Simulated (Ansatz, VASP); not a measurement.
## Two plane-wave programs on MoW2C4

```
Mo W C
1.0
     5.00881    0.00000    0.00000
    -2.50441    4.33776    0.00000
     0.00000    0.00000    3.57212
Mo W C
1 2 4
Direct
  0.00000 0.00000 0.50000
  0.33333 0.66667 0.50000
  0.66667 0.33333 0.50000
  0.50000 0.00000 0.00000
  0.00000 0.50000 0.00000
  0.50000 0.50000 0.00000
  0.00000 0.00000 0.00000
```

Alike in both runs: functional PBE; k mesh 4 × 4 × 3; occupations gaussian, width 0.2 eV; no spin polarisation.

Ansatz relaxed the structure, and its values are those at the end. VASP's run is a single point on that final structure, the one shown.

|  | VASP | Ansatz |
| --- | --- | --- |
| version | VASP 6.6.1 | Ansatz 0.2.0 |
| potentials or method | VASP PAW PBE potentials, release 64 (Mo_sv, W_sv, C), cutoff 600 eV | scalar-relativistic, plane waves, PAW |
| valence electrons in the cell | 58 | 58 |

|  | VASP | Ansatz | Ansatz less VASP |
| --- | --- | --- | --- |
| gap on the k mesh at the Fermi level (eV) | none | none | - |
| pressure (GPa) | 0.7 | 0.3 | -0.38 |

A gap of «none» marks a metal or a gap that the smearing closes.

The k mesh is coarse, so the values compare programs but aren't converged. Spin-orbit coupling is off throughout.
